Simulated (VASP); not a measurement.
# WSe (F-43m) in VASP: notebook, part 2 of 2

VASP 6.6.1.

**3. Single point, PBEsol, collinear spin**

INCAR

```
PREC = Accurate
ENCUT = 520
EDIFF = 1E-7
ISMEAR = 0
SIGMA = 0.1
LREAL = F
LASPH = T
NELM = 150
ALGO = Normal
ISIF = 2
LWAVE = F
LCHARG = T
ISPIN = 2
MAGMOM = 2.5 0
LORBIT = 11
LMAXMIX = 4
GGA = PS
LELF = T
LVHAR = T
NBANDS = 21
```

KPOINTS

```
regular mesh
0
Gamma
  14 14 14
```

POSCAR

```
WSe
1.0
    0.0000000000      2.7923343784      2.7923343784
    2.7923343784      0.0000000000      2.7923343784
    2.7923343784      2.7923343784      0.0000000000
W Se
1 1
Direct
    0.0000000000      0.0000000000      0.0000000000
    0.2500000000      0.2500000000      0.2500000000
```

Potentials or basis: VASP PAW PBE potentials, release 64 (W_sv, Se).

On the command line:

```bash
$ cat potpaw_PBE.64/W_sv/POTCAR potpaw_PBE.64/Se/POTCAR > POTCAR
$ mpirun -np 1 vasp_std > vasp.out
```

OUTCAR:

```text
PREC = Accurate
   ENCUT = 520
   EDIFF = 1E-7
   ISMEAR = 0
   LREAL = F
   LASPH = T
   NELM = 150
   ISIF = 2
   ISPIN = 2
   LORBIT = 11
   GGA = PS

 ion  position               nearest neighbor table
   1  0.000  0.000  0.000-   2 2.42   2 2.42   2 2.42   2 2.42
   2  0.250  0.250  0.250-   1 2.42   1 2.42   1 2.42   1 2.42

  LATTYP: Found a face centered cubic cell.
 ALAT       =     5.5846687568

  Lattice vectors:

 A1 = (   0.0000000000,   2.7923343784,   2.7923343784)
 A2 = (   2.7923343784,   0.0000000000,   2.7923343784)
 A3 = (   2.7923343784,   2.7923343784,   0.0000000000)

Analysis of symmetry for initial positions (statically):
=====================================================================
 Subroutine PRICEL returns:
 Original cell was already a primitive cell.

 Routine SETGRP: Setting up the symmetry group for a
 face centered cubic supercell.

[... 776 lines left out ...]
      3     -31.8535      1.00000
      4     -31.8535      1.00000
      5      -9.1537      1.00000
      6       0.9566      1.00000
[... 565 lines left out ...]
     20      20.0751      0.00000
     21      22.1227      0.00000

 [... further k-points ...]

------------------------ aborting loop because EDIFF is reached ----------------------------------------

  FORCE on cell =-STRESS in cart. coord.  units (eV):
  Direction    XX          YY          ZZ          XY          YZ          ZX
  --------------------------------------------------------------------------------------
  -------------------------------------------------------------------------------------
  Total        0.1078849      0.1078849      0.1078849      0.0000000      0.0000000     -0.0000000
  in kB        3.9695295      3.9695295      3.9695295      0.0000000      0.0000000     -0.0000000
  external PRESSURE =       3.9695295 kB  Pullay stress =       0.0000000 kB

 VOLUME and BASIS-vectors are now :
 -----------------------------------------------------------------------------
  energy-cutoff  :      520.00
  volume of cell :       43.54
      direct lattice vectors                 reciprocal lattice vectors
     0.000000000  2.792334378  2.792334378    -0.179061650  0.179061650  0.179061650
     2.792334378  0.000000000  2.792334378     0.179061650 -0.179061650  0.179061650
     2.792334378  2.792334378  0.000000000     0.179061650  0.179061650 -0.179061650

 POSITION                                       TOTAL-FORCE (eV/Angst)
 -----------------------------------------------------------------------------------
      0.00000      0.00000      0.00000         0.000000      0.000000      0.000000
      1.39617      1.39617      1.39617        -0.000000     -0.000000     -0.000000
 -----------------------------------------------------------------------------------
    total drift:                                0.000000      0.000000      0.000000

  FREE ENERGIE OF THE ION-ELECTRON SYSTEM (eV)
  ---------------------------------------------------
  free  energy   TOTEN  =       -15.5801622759 eV

  energy  without entropy=      -15.5662558951  energy(sigma->0) =      -15.57320909

 total charge

# of ion       s       p       d       tot
------------------------------------------
    1        2.319   6.174   3.602  12.095
    2        1.418   2.433   0.183   4.035
--------------------------------------------------
tot          3.737   8.607   3.785  16.129

 magnetization (x)

# of ion       s       p       d       tot
------------------------------------------
    1       -0.000  -0.000  -0.000  -0.000
    2       -0.000   0.000  -0.000  -0.000
--------------------------------------------------
tot         -0.000   0.000  -0.000  -0.000
```

OSZICAR:

```text
N       E                     dE             d eps       ncg     rms          rms(c)
DAV:   1     0.153868790669E+03    0.15387E+03   -0.93555E+03  8744   0.927E+02
DAV:   2    -0.928580174989E+01   -0.16315E+03   -0.15707E+03  9705   0.280E+02
DAV:   3    -0.155909379072E+02   -0.63051E+01   -0.62302E+01 10447   0.523E+01
[... 15 lines left out ...]
DAV:  19    -0.155801614942E+02   -0.41630E-05   -0.20821E-05 10166   0.228E-02    0.202E-02
DAV:  20    -0.155801610566E+02    0.43756E-06   -0.17777E-05  9651   0.212E-02    0.229E-02
DAV:  21    -0.155801621675E+02   -0.11108E-05   -0.86434E-06  9281   0.145E-02    0.683E-03
DAV:  22    -0.155801621856E+02   -0.18130E-07   -0.12705E-06  9626   0.602E-03    0.117E-03
DAV:  23    -0.155801622523E+02   -0.66725E-07   -0.21626E-06  9266   0.655E-03    0.124E-03
DAV:  24    -0.155801622759E+02   -0.23625E-07   -0.39620E-07  7522   0.289E-03
   1 F= -.15580162E+02 E0= -.15573209E+02  d E =-.139064E-01  mag=     0.0001
```

It took 2.3 min on 1 thread of AMD EPYC 9R45 (Zen 5), shared host; peak memory 0.26 GiB.

Results:

```yaml
Free_energy: -15.5802 eV
Pressure: 0.4 GPa
Band_gap_on_the_k_mesh: zero (filled and empty bands overlap)
Net_moment: 0.00 μB per cell
Valence_electrons_inside_the_program's_atomic_spheres: W 12.10; Se 4.04
```

Caveat: the PAW data sets were made with another functional, which shifts forces and pressure a little; spin-orbit coupling is left out, which moves the levels of the heavy elements.

**4. Single point, PBEsol, collinear spin**

INCAR

```
PREC = Accurate ; ENCUT = 520
EDIFF = 1E-7 ; ISMEAR = 0
SIGMA = 0.1 ; LREAL = F
LASPH = T ; NELM = 150
ALGO = Normal ; ISIF = 2
LWAVE = F ; LCHARG = T
ISPIN = 2 ; MAGMOM = 0.14 0
LORBIT = 11 ; LMAXMIX = 4
GGA = PS ; LELF = T
LVHAR = T ; NBANDS = 21
```

KPOINTS

```
Automatic mesh
0
Gamma
  14 14 14
```

POSCAR

```
WSe
1.0
    0.0000000000      2.7923343796      2.7923343796
    2.7923343796      0.0000000000      2.7923343796
    2.7923343796      2.7923343796      0.0000000000
W Se
1 1
Direct
    0.0000000000      0.0000000000      0.0000000000
    0.2500000000      0.2500000000      0.2500000000
```

On the command line:

```bash
$ cat potpaw_PBE.64/W_sv/POTCAR potpaw_PBE.64/Se/POTCAR > POTCAR
$ mpirun -np 1 vasp_std > vasp.out
```

Wall time 100 s (1 thread of AMD EPYC 9R45 (Zen 5), shared host); peak memory 0.26 GiB.

It converged, with:

```yaml
Free_energy: -15.5802 eV
Pressure: 0.4 GPa
Band_gap_on_the_k_mesh: zero (filled and empty bands overlap)
Net_moment: 0.00 μB per cell
Valence_electrons_inside_the_program's_atomic_spheres: W 12.10; Se 4.04
```

Levels at points of the mesh, in eV from the Fermi level:
Spin up:
| k point | band 8 | band 9 | band 10 | band 11 | band 12 | band 13 |
| --- | --- | --- | --- | --- | --- | --- |
| (0.00, 0.00, 0.00) | -5.39 | -0.54 | -0.54 | 0.51 | 4.84 | 4.84 |
| (0.50, 0.00, 0.00) | -4.98 | -0.21 | -0.12 | -0.12 | 2.42 | 2.42 |
| (0.50, 0.50, 0.00) | -4.23 | -1.86 | -0.48 | 0.48 | 0.91 | 0.91 |
Spin down:
```csv
k point,band 7,band 8,band 9,band 10,band 11,band 12,band 13,band 14
"(0.00, 0.00, 0.00)",-5.39,-5.39,-0.54,-0.54,0.51,4.84,4.84,4.84
"(0.50, 0.00, 0.00)",-4.98,-4.98,-0.21,-0.12,-0.12,2.42,2.42,3.17
"(0.50, 0.50, 0.00)",-4.23,-4.23,-1.86,-0.48,0.48,0.91,0.91,6.77
```

Caveat: the PAW data sets were made with another functional, which shifts forces and pressure a little; spin-orbit coupling is left out, which moves the levels of the heavy elements.
